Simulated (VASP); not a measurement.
Write the native input for VASP 6.6.1 that does the following.

```
Task                   : single point
Functional             : PBE
Potentials or basis    : VASP PAW PBE potentials, release 64 (Ga_d, N)
Cutoff                 : 520 eV
k mesh                 : 9 × 9 × 4
Occupations            : gaussian, width 0.01 eV
Spin                   : no spin polarisation
Dipole correction      : no
Further INCAR settings : ALGO = Normal; EDIFF = 1e-06; NBANDS = 26
```

The structure of GaN lies in POSCAR:

```
GaN
1.0
    3.1831495813      0.0000000000      0.0000000000
   -1.5915747906      2.7566884014      0.0000000000
    0.0000000000      0.0000000000      5.1836255286
Ga N
2 2
Direct
    0.3333333333      0.6666666667     -0.0008868509
    0.6666666667      0.3333333333      0.4991131491
    0.3333333333      0.6666666667      0.3758868509
    0.6666666667      0.3333333333      0.8758868509
```

One way to write it, as run:

INCAR

```
PREC = Accurate
ENCUT = 520
EDIFF = 1E-6
ISMEAR = 0
SIGMA = 0.01
LREAL = F
LASPH = T
NELM = 80
ALGO = Normal
ISIF = 2
LWAVE = F
LCHARG = F
GGA = PE
NBANDS = 26
```

KPOINTS

```
Automatic mesh
0
Gamma
  9 9 4
```

Potentials or basis: VASP PAW PBE potentials, release 64 (Ga_d, N).

Command:

```bash
$ cat potpaw_PBE.64/Ga_d/POTCAR potpaw_PBE.64/N/POTCAR > POTCAR
$ mpirun -np 1 vasp_std > vasp.out
```

It gave:

```
Pressure               : 6.3 GPa
Largest force          : 0.005 eV/Å
Band gap on the k mesh : 1.94 eV, direct
```

Wall time 37 s on 1 thread of Intel(R) Xeon(R) Platinum 8259CL CPU @ 2.50GHz (Skylake/Cascade Lake), with other jobs on the host, peak memory 0.18 GiB.
